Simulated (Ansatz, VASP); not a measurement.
One calculation of LiF, two programs

```xyz
2
Lattice="0.0000 2.0330 2.0330 2.0330 0.0000 2.0330 2.0330 2.0330 0.0000" Properties=species:S:1:pos:R:3 pbc="T T T"
Li    0.0000    0.0000    0.0000
F     2.0330    2.0330    2.0330
```

Alike in both runs: functional PBE; k mesh 10 × 10 × 10; occupations gaussian, width 0.02 eV; no spin polarisation.

Ansatz relaxed the structure, and its values are those at the end. VASP's run is a single point on that final structure, the one shown.

|  | VASP | Ansatz |
| --- | --- | --- |
| version | VASP 6.6.1 | Ansatz 0.2.0 |
| potentials or method | VASP PAW PBE potentials, release 64 (Li_sv, F), cutoff 750 eV | scalar-relativistic, all-electron LAPW |

|  | VASP | Ansatz | Ansatz less VASP |
| --- | --- | --- | --- |
| gap on the k mesh at the Fermi level (eV) | 8.83 | 8.82 | -0.011 |
| least direct gap on the mesh (eV) | 8.83 | 8.82 | -0.011 |
| pressure (GPa) | -0.6 | 0.0 | +0.63 |

Ansatz ran all-electron here, and VASP with PAW potentials.
